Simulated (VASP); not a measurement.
# Ta3SnO4 (Pm-3m) in VASP: notebook

The runs below take Ta3SnO4 through single point, relaxation of cell and atoms, with PBE.

All numbers are computed with VASP 6.6.1; they aren't measurements. Logs are shortened: lines on timing, memory, paths and dates and some standing lists are left out, and cuts for length are marked.

**1. The cell of the first run**

Symmetry: Pm-3m, No. 221, cubic system. The conventional cell has a = 4.636 Å, b = 4.636 Å, c = 4.636 Å, α = 90.00°, β = 90.00°, γ = 90.00°. Within 3.1 Å of Ta (site symmetry 4/mmm) lie 6 O at 2.32 Å. Within 3.1 Å of Sn (site symmetry m-3m) lie 6 O at 2.32 Å. O (site symmetry 4/mmm) has 4 Ta at 2.32 Å and 2 Sn at 2.32 Å within 3.1 Å. O (site symmetry m-3m) has 6 Ta at 2.32 Å within 3.1 Å.

The cell was built from a structure type or drawn by symmetry, and may not be a known phase.

**2. Single point, PBE**

INCAR reads:

```
  PREC = Accurate
  ENCUT = 520
  EDIFF = 1E-7
  ISMEAR = 0
  SIGMA = 0.1
  LREAL = F
  LASPH = T
  NELM = 60
  ALGO = Normal
  ISIF = 2
  LWAVE = F
  LCHARG = F
  GGA = PE
  NBANDS = 46
```

KPOINTS reads:

```
regular mesh
0
Gamma
  8 8 8
```

POSCAR reads:

```
Ta3SnO4
1.0
    4.6361260874      0.0000000000      0.0000000000
    0.0000000000      4.6361260874      0.0000000000
    0.0000000000      0.0000000000      4.6361260874
Ta Sn O
3 1 4
Direct
    0.0000000000      0.5000000000      0.5000000000
    0.5000000000      0.0000000000      0.5000000000
    0.5000000000      0.5000000000      0.0000000000
    0.0000000000      0.0000000000      0.0000000000
    0.5000000000      0.0000000000      0.0000000000
    0.5000000000      0.5000000000      0.5000000000
    0.0000000000      0.0000000000      0.5000000000
    0.0000000000      0.5000000000      0.0000000000
```

Potentials or basis: VASP PAW PBE potentials, release 64 (Ta_pv, Sn_d, O).

On the command line:

```sh
cat potpaw_PBE.64/Ta_pv/POTCAR potpaw_PBE.64/Sn_d/POTCAR potpaw_PBE.64/O/POTCAR > POTCAR
mpirun -np 1 vasp_std > vasp.out
```

OUTCAR:

```text
PREC = Accurate
   ENCUT = 520
   EDIFF = 1E-7
   ISMEAR = 0
   LREAL = F
   LASPH = T
   NELM = 60
   ISIF = 2
   GGA = PE

 ion  position               nearest neighbor table
   1  0.000  0.500  0.500-   6 2.32   7 2.32   8 2.32   8 2.32   7 2.32   6 2.32   3 3.28   4 3.28
                             2 3.28   2 3.28   4 3.28   3 3.28   4 3.28   2 3.28   3 3.28   4 3.28
   2  0.500  0.000  0.500-   5 2.32   6 2.32   7 2.32   5 2.32   6 2.32   7 2.32   3 3.28   4 3.28
                             1 3.28   1 3.28   3 3.28   3 3.28   3 3.28   1 3.28   4 3.28   4 3.28
   3  0.500  0.500  0.000-   5 2.32   6 2.32   8 2.32   6 2.32   5 2.32   8 2.32   1 3.28   2 3.28
                             1 3.28   2 3.28   4 3.28   2 3.28   2 3.28   1 3.28   4 3.28   4 3.28
   4  0.000  0.000  0.000-   5 2.32   7 2.32   8 2.32   7 2.32   8 2.32   5 2.32   1 3.28   2 3.28
                             1 3.28   1 3.28   3 3.28   2 3.28   1 3.28   2 3.28   3 3.28   3 3.28
   5  0.500  0.000  0.000-   2 2.32   3 2.32   4 2.32   2 2.32   3 2.32   4 2.32
   6  0.500  0.500  0.500-   1 2.32   2 2.32   3 2.32   3 2.32   2 2.32   1 2.32
   7  0.000  0.000  0.500-   1 2.32   2 2.32   4 2.32   4 2.32   1 2.32   2 2.32
   8  0.000  0.500  0.000-   1 2.32   3 2.32   4 2.32   1 2.32   4 2.32   3 2.32

  LATTYP: Found a simple cubic cell.
 ALAT       =     4.6361260874

  Lattice vectors:

 A1 = (   4.6361260874,   0.0000000000,   0.0000000000)
 A2 = (   0.0000000000,   4.6361260874,   0.0000000000)
 A3 = (   0.0000000000,   0.0000000000,   4.6361260874)

Analysis of symmetry for initial positions (statically):
=====================================================================
 Subroutine PRICEL returns:
 Original cell was already a primitive cell.

 Routine SETGRP: Setting up the symmetry group for a
 simple cubic supercell.

 Subroutine GETGRP returns: Found 48 space group operations
 (whereof 48 operations were pure point group operations)
 out of a pool of 48 trial point group operations.

The static configuration has the point symmetry O_h .

Analysis of symmetry for dynamics (positions and initial velocities):
=====================================================================
 Subroutine PRICEL returns:
 Original cell was already a primitive cell.

 Routine SETGRP: Setting up the symmetry group for a
 simple cubic supercell.

 Subroutine GETGRP returns: Found 48 space group operations
 (whereof 48 operations were pure point group operations)
 out of a pool of 48 trial point group operations.

The dynamic configuration has the point symmetry O_h .

 Subroutine INISYM returns: Found 48 space group operations
 (whereof 48 operations are pure point group operations),
 and found     1 'primitive' translations

----------------------------------------------------------------------------------------

                                     Primitive cell

  volume of cell :      99.6473

  direct lattice vectors                    reciprocal lattice vectors
     4.636126087  0.000000000  0.000000000     0.215697326  0.000000000  0.000000000
     0.000000000  4.636126087  0.000000000     0.000000000  0.215697326  0.000000000
     0.000000000  0.000000000  4.636126087     0.000000000  0.000000000  0.215697326

  length of vectors
     4.636126087  4.636126087  4.636126087     0.215697326  0.215697326  0.215697326

  position of ions in fractional coordinates (direct lattice)
     0.000000000  0.500000000  0.500000000
     0.500000000  0.000000000  0.500000000
     0.500000000  0.500000000  0.000000000
     0.000000000  0.000000000  0.000000000
     0.500000000  0.000000000  0.000000000
     0.500000000  0.500000000  0.500000000
     0.000000000  0.000000000  0.500000000
     0.000000000  0.500000000  0.000000000

  ion indices of the primitive-cell ions
   primitive index   ion index
                 1           1
                 2           2
                 3           3
                 4           4
                 5           5
                 6           6
                 7           7
                 8           8

----------------------------------------------------------------------------------------

 KPOINTS: regular mesh

Automatic generation of k-mesh.
 Grid dimensions read from file:
 generate k-points for:    8    8    8

 Generating k-lattice:

  Cartesian coordinates                     Fractional coordinates (reciprocal lattice)
     0.026962166  0.000000000  0.000000000     0.125000000  0.000000000  0.000000000
     0.000000000  0.026962166  0.000000000     0.000000000  0.125000000  0.000000000
     0.000000000  0.000000000  0.026962166     0.000000000  0.000000000  0.125000000

  Length of vectors
     0.026962166  0.026962166  0.026962166

  Shift w.r.t. Gamma in fractional coordinates (k-lattice)
     0.000000000  0.000000000  0.000000000

 Subroutine IBZKPT returns following result:
 ===========================================

 Found     35 irreducible k-points:

 Following reciprocal coordinates:
            Coordinates               Weight
  0.000000  0.000000  0.000000      1.000000
  0.125000  0.000000  0.000000      6.000000
  0.250000  0.000000  0.000000      6.000000
  0.375000  0.000000  0.000000      6.000000
  0.500000  0.000000  0.000000      3.000000
  0.125000  0.125000  0.000000     12.000000
[... 16 lines left out ...]
  0.375000  0.375000  0.125000     24.000000
  0.500000  0.375000  0.125000     24.000000
 [... further k-points ...]
   k-points           NKPTS =     35   k-points in BZ     NKDIM =     35   number of bands    NBANDS=     46
   number of dos      NEDOS =    301   number of ions     NIONS =      8
   total plane-waves  NPLWV =  46656
   dimension x,y,z NGX =    36 NGY =   36 NGZ =   36
   dimension x,y,z NGXF=    72 NGYF=   72 NGZF=   72
   ions per type =               3   1   4
   NGX,Y,Z   is equivalent  to a cutoff of  12.91, 12.91, 12.91 a.u.
   NGXF,Y,Z  is equivalent  to a cutoff of  25.82, 25.82, 25.82 a.u.
 SYSTEM =  unknown system
   PREC   = accura    normal or accurate (medium, high low for compatibility)
   ISTART =      0    job   : 0-new  1-cont  2-samecut
   ICHARG =      2    charge: 1-file 2-atom 10-const
   ISPIN  =      1    spin polarized calculation?
   LNONCOLLINEAR =      F non collinear calculations
   LSORBIT =      F    spin-orbit coupling
   LASPH  =      T    aspherical Exc in radial PAW
   ENCUT  =  520.0 eV  38.22 Ry    6.18 a.u.   8.62  8.62  8.62*2*pi/ulx,y,z
   NELM   =     60;   NELMIN=  2; NELMDL= -5     # of ELM steps
   EDIFF  = 0.1E-06   stopping-criterion for ELM
   LREAL  =      F    real-space projection
   EDIFFG = 0.1E-05   stopping-criterion for IOM
   NSW    =      0    number of steps for IOM
   IBRION =     -1    ionic relax: 0-MD 1-quasi-New 2-CG
   NFREE  =      0    steps in history (QN), initial steepest desc. (CG)
   ISIF   =      2    stress and relaxation
   ISYM   =      2    0-nonsym 1-usesym 2-fastsym
   POTIM  = 0.5000    time-step for ionic-motion
   TEBEG  =    0.0;   TEEND  =   0.0 temperature during run
   PSTRESS=    0.0 pullay stress
   NELECT =      71.0000    total number of electrons
   NUPDOWN=      -1.0000    fix difference up-down
   EMIN   =  10.00;   EMAX   =-10.00  energy-range for DOS
   EFERMI =   0.00;   METHOD = LEGACY
   ISMEAR =     0;   SIGMA  =   0.10  broadening in eV -4-tet -1-fermi 0-gaus
   EFERMI_NEDOS =   21; number of points for ismear=-14 and -15
   IALGO  =     38    algorithm
   IMIX   =      4    mixing-type and parameters
     AMIX     =   0.40;   BMIX     =  1.00
     AMIX_MAG =   1.60;   BMIX_MAG =  1.00
  volume/ion in A,a.u.               =      12.46        84.06
  Fermi-wavevector in a.u.,A,eV,Ry     =   1.462196  2.763151 29.089505  2.138018
  Thomas-Fermi vector in A             =   2.578438
   LORBIT       =      0    0 simple, 1 ext, 2 COOP (PROOUT), +10 PAW based schemes
   GGA     = PE    functional components
   LHFCALC =     F    Hartree Fock is set to
   AEXX    =    0.0000 exact exchange contribution
   IVDW    =     0    specifies the selected vdW correction
   LEPSILON=     F    determine dielectric tensor
   LRPA    =     F    only Hartree local field effects (RPA)
 non-spin polarized calculation
 Gauss-broadening in eV      SIGMA  =   0.10
  energy-cutoff  :      520.00
  volume of cell :       99.65
 maximum number of plane-waves:      2730
 NGX is ok and might be reduce to    36
   NGX = 17   NGY = 17   NGZ = 17

 number of electron      71.0000022 magnetization

 Free energy of the ion-electron system (eV)
  ---------------------------------------------------
  ext. energy  EPLUGINS =         0.00000000
  ---------------------------------------------------
  free energy    TOTEN  =       -63.75957494 eV

  energy without entropy =      -63.72666375  energy(sigma->0) =      -63.74311935

 E-fermi :   8.9143     XC(G=0): -12.4929

 val. band max:        8.8885283544   @ k =   0.2500   0.2500   0.0000
 cond. band min:       8.9311706543   @ k =   0.2500   0.0000   0.0000
 fundamental gap:      0.0426422999
 Fermi energy:         8.9142949634

 k-point     1 :       0.0000    0.0000    0.0000
  band No.  band energies     occupation
      1     -27.3825      2.00000
      2     -27.3825      2.00000
      3     -27.3825      2.00000
      4     -27.1804      2.00000
      5     -27.1804      2.00000
      6     -27.1804      2.00000
[... 38 lines left out ...]
     45      11.6704      0.00000
     46      11.6704      0.00000

 k-point     2 :       0.1250    0.0000    0.0000
  band No.  band energies     occupation
      1     -27.3766      2.00000
      2     -27.3766      2.00000
      3     -27.3749      2.00000
      4     -27.1831      2.00000
      5     -27.1822      2.00000
      6     -27.1822      2.00000
[... 38 lines left out ...]
     45      11.3870      0.00000
     46      11.3870      0.00000

 k-point     3 :       0.2500    0.0000    0.0000
  band No.  band energies     occupation
      1     -27.3610      2.00000
      2     -27.3610      2.00000
      3     -27.3520      2.00000
      4     -27.1896      2.00000
      5     -27.1879      2.00000
      6     -27.1879      2.00000
[... 38 lines left out ...]
     45      11.2445      0.00000
     46      11.7142      0.00000

 k-point     4 :       0.3750    0.0000    0.0000
  band No.  band energies     occupation
      1     -27.3425      2.00000
      2     -27.3425      2.00000
      3     -27.3149      2.00000
      4     -27.2023      2.00000
      5     -27.1971      2.00000
      6     -27.1971      2.00000
[... 920 lines left out ...]
     45      11.8953      0.00000
     46      12.3470      0.00000

 k-point    23 :       0.3750    0.3750    0.1250
  band No.  band energies     occupation
      1     -27.4404      2.00000
      2     -27.3411      2.00000
      3     -27.2730      2.00000
      4     -27.2690      2.00000
      5     -27.2344      2.00000
      6     -27.1746      2.00000
[... 38 lines left out ...]
     45      12.0777      0.00000
     46      12.6233      0.00000

 k-point    24 :       0.5000    0.3750    0.1250
  band No.  band energies     occupation
      1     -27.4461      2.00000
      2     -27.3541      2.00000
      3     -27.2693      2.00000
      4     -27.2685      2.00000
      5     -27.2360      2.00000
      6     -27.1561      2.00000
[... 38 lines left out ...]
     45      12.1620      0.00000
     46      12.6746      0.00000

 [... further k-points ...]

------------------------ aborting loop because EDIFF is reached ----------------------------------------

  FORCE on cell =-STRESS in cart. coord.  units (eV):
  Direction    XX          YY          ZZ          XY          YZ          ZX
  --------------------------------------------------------------------------------------
  -------------------------------------------------------------------------------------
  Total        0.1806374      0.1806374      0.1806374      0.0000000     -0.0000000      0.0000000
  in kB        2.9043738      2.9043738      2.9043738      0.0000000     -0.0000000      0.0000000
  external PRESSURE =       2.9043738 kB  Pullay stress =       0.0000000 kB

 VOLUME and BASIS-vectors are now :
 -----------------------------------------------------------------------------
  energy-cutoff  :      520.00
  volume of cell :       99.65
      direct lattice vectors                 reciprocal lattice vectors
     4.636126087  0.000000000  0.000000000     0.215697326  0.000000000  0.000000000
     0.000000000  4.636126087  0.000000000     0.000000000  0.215697326  0.000000000
     0.000000000  0.000000000  4.636126087     0.000000000  0.000000000  0.215697326

 POSITION                                       TOTAL-FORCE (eV/Angst)
 -----------------------------------------------------------------------------------
      0.00000      2.31806      2.31806         0.000000      0.000000      0.000000
      2.31806      0.00000      2.31806         0.000000      0.000000      0.000000
      2.31806      2.31806      0.00000         0.000000      0.000000      0.000000
      0.00000      0.00000      0.00000         0.000000      0.000000      0.000000
      2.31806      0.00000      0.00000         0.000000      0.000000      0.000000
      2.31806      2.31806      2.31806         0.000000      0.000000      0.000000
      0.00000      0.00000      2.31806         0.000000      0.000000      0.000000
      0.00000      2.31806      0.00000         0.000000      0.000000      0.000000
 -----------------------------------------------------------------------------------
    total drift:                                0.000000      0.000000     -0.000000

  FREE ENERGIE OF THE ION-ELECTRON SYSTEM (eV)
  ---------------------------------------------------
  free  energy   TOTEN  =       -63.7595749410 eV

  energy  without entropy=      -63.7266637515  energy(sigma->0) =      -63.74311935
```

Run time: 70 s. Hardware: 1 thread of Intel Xeon 6975P-C (Granite Rapids), shared host; peak memory 0.29 GiB.

What came out:

| Property | Result |
| --- | --- |
| Free energy | -63.7596 eV |
| Pressure | 0.3 GPa |
| Band gap on the k mesh | zero (an odd number of electrons rules out a gap without spin polarisation) |

Caveat: spin-orbit coupling is left out, which moves the levels of the heavy elements; an odd number of electrons without spin polarisation forces a metal; a magnetic or distorted state may lie lower.

**3. Relaxation of cell and atoms, PBE**

This run uses another cell than the first one, of 11.60 Å³/atom.

INCAR reads:

```
ALGO = Normal
EDIFF = 1E-6
EDIFFG = -0.04
ENCUT = 600
GGA = PE
IBRION = 2
ISIF = 3
ISMEAR = 0
LASPH = T
LCHARG = F
LREAL = F
LWAVE = F
NELM = 100
NSW = 90
PREC = Accurate
SIGMA = 0.1
```

KPOINTS reads:

```
k-points
0
Gamma
  4 4 4
```

POSCAR: that of step 2 with these lines changed.

```diff
@@ -2,5 +2,5 @@
 1.0
-    4.6361260874      0.0000000000      0.0000000000
-    0.0000000000      4.6361260874      0.0000000000
-    0.0000000000      0.0000000000      4.6361260874
+    4.5269337200      0.0000000000      0.0000000000
+    0.0000000000      4.5269337200      0.0000000000
+    0.0000000000      0.0000000000      4.5269337200
 Ta Sn O
```

Potentials or basis: VASP PAW PBE potentials, release 64 (Ta_pv, Sn_d, O).

On the command line:

```sh
cat potpaw_PBE.64/Ta_pv/POTCAR potpaw_PBE.64/Sn_d/POTCAR potpaw_PBE.64/O/POTCAR > POTCAR
mpirun -np 1 vasp_std > vasp.out
```

Wall time 62 s (1 thread of Intel Xeon 6975P-C (Granite Rapids), shared host); peak memory 0.23 GiB.

Results (log left out):

| Item | Value |
| --- | --- |
| Free energy | -63.5183 eV |
| Relaxed volume | 12.52 Å³/atom |
| Relaxed cell | a = 4.644 Å, b = 4.644 Å, c = 4.644 Å, α = 90.00°, β = 90.00°, γ = 90.00° |
| Space group after relaxing (to 0.1 Å) | Pm-3m (No. 221) |
| Energy gained by relaxing | 43.3 meV/atom |
| Ionic steps | 3 |
| Pressure after relaxing | -0.3 GPa |
| Band gap on the k mesh | zero (an odd number of electrons rules out a gap without spin polarisation) |

Step by step:
| step | energy change (eV) | largest force (eV/Å) | pressure (GPa) | volume (Å³) |
| --- | --- | --- | --- | --- |
| 1 | 0.0000 | 0.0000 | 16.18 | 92.77 |
| 2 | 0.0666 | 0.0000 | -12.68 | 109.40 |
| 3 | -0.3464 | 0.0000 | -0.30 | 100.16 |

Final structure:
```
Ta Sn O
1.0
     4.64407    0.00000    0.00000
     0.00000    4.64407    0.00000
     0.00000    0.00000    4.64407
Ta Sn O
3 1 4
Cartesian
  0.0000 2.3220 2.3220
  2.3220 0.0000 2.3220
  2.3220 2.3220 0.0000
  0.0000 0.0000 0.0000
  2.3220 0.0000 0.0000
  2.3220 2.3220 2.3220
  0.0000 0.0000 2.3220
  0.0000 2.3220 0.0000
```

Levels at points of the mesh, in eV from the Fermi level:
```
           k point  band 32  band 33  band 34  band 35  band 36  band 37  band 38  band 39  band 40  band 41
(0.00, 0.00, 0.00)    -3.58    -3.58    -3.58    -0.77    -0.33    -0.33    -0.33     0.55     0.55     1.48
(0.50, 0.00, 0.00)    -2.12    -1.17    -0.79    -0.76    -0.76    -0.17    -0.17     0.94     0.94     0.97
(0.50, 0.50, 0.00)    -0.39    -0.39    -0.11    -0.11    -0.03    -0.03     0.45     0.52     0.85     0.92
(0.50, 0.50, 0.50)     0.18     0.18     0.49     0.58     0.58     0.58     1.19     1.29     1.29     1.29
```

Caveat: spin-orbit coupling is left out, which moves the levels of the heavy elements; an odd number of electrons without spin polarisation forces a metal; a magnetic or distorted state may lie lower.

**4. Single point, PBE, collinear spin**

This run uses another cell than the first one, of 11.60 Å³/atom.

INCAR reads:

```
PREC     = Accurate       # precision mode
ENCUT    = 520            # plane-wave cutoff, eV
EDIFF    = 1E-6           # SCF threshold, eV
ISMEAR   = 0              # smearing method
SIGMA    = 0.1            # smearing width, eV
LREAL    = False          # projectors in reciprocal space
LASPH    = True           # aspherical terms in the spheres
NELM     = 150            # most SCF steps
ALGO     = Normal         # electronic algorithm
ISIF     = 2              # what is computed and relaxed
LWAVE    = False          # write WAVECAR
LCHARG   = True           # write CHGCAR
ISPIN    = 2              # spin polarisation
MAGMOM   = 1 1 1 0 0 0 0 0 # initial moments
LORBIT   = 11             # projections on sites
LMAXMIX  = 4              # l up to which the mixer works
GGA      = PE             # functional
LELF     = True           # ELF
LVHAR    = True         
NBANDS   = 50             # bands
```

KPOINTS reads:

```
regular mesh
0
Gamma
  4 4 4
```

POSCAR is that of step 3.

On the command line:

```sh
cat potpaw_PBE.64/Ta_pv/POTCAR potpaw_PBE.64/Sn_d/POTCAR potpaw_PBE.64/O/POTCAR > POTCAR
mpirun -np 1 vasp_std > vasp.out
```

Run time: 60 s. Hardware: 1 thread of Intel Xeon 6975P-C (Granite Rapids), shared host; peak memory 0.27 GiB.

The run converged. Its results:

```yaml
Free_energy: -63.1717 eV
Pressure: 16.3 GPa
Net_moment: 1.18 μB per cell
Site_moments: Ta +0.21; Sn +0.07; O +0.05, +0.03 (each value once) μB
Valence_electrons_inside_the_program's_atomic_spheres: Ta 8.76; Sn 12.39; O 5.04, 5.02 (each value once)
```

Levels at points of the mesh, in eV from the Fermi level:
Spin up:
```csv
k point,band 34,band 35,band 36,band 37,band 38,band 39
"(0.00, 0.00, 0.00)",-4.12,-0.57,-0.57,-0.57,-0.50,0.56
"(0.50, 0.00, 0.00)",-1.03,-1.03,-0.67,-0.33,-0.33,0.90
"(0.50, 0.50, 0.00)",-0.27,-0.21,-0.05,-0.05,0.36,0.37
"(0.50, 0.50, 0.50)",0.38,0.55,0.55,0.55,1.35,1.35
```
Spin down:
| k point | band 31 | band 32 | band 33 | band 34 | band 35 | band 36 | band 37 | band 38 | band 39 | band 40 |
| --- | --- | --- | --- | --- | --- | --- | --- | --- | --- | --- |
| (0.00, 0.00, 0.00) | -5.68 | -3.92 | -3.92 | -3.92 | -0.36 | -0.27 | -0.27 | -0.27 | 0.67 | 0.67 |
| (0.50, 0.00, 0.00) | -3.49 | -1.94 | -1.21 | -0.80 | -0.80 | -0.51 | -0.16 | -0.16 | 1.10 | 1.14 |
| (0.50, 0.50, 0.00) | -0.57 | -0.36 | -0.11 | -0.11 | -0.04 | 0.12 | 0.12 | 0.54 | 0.71 | 1.14 |
| (0.50, 0.50, 0.50) | 0.26 | 0.26 | 0.26 | 0.70 | 0.71 | 0.71 | 0.71 | 1.51 | 1.51 | 1.51 |

Caveat: the cell stands under pressure; spin-orbit coupling is left out, which moves the levels of the heavy elements.

(Part 1 of 2 ends here.)
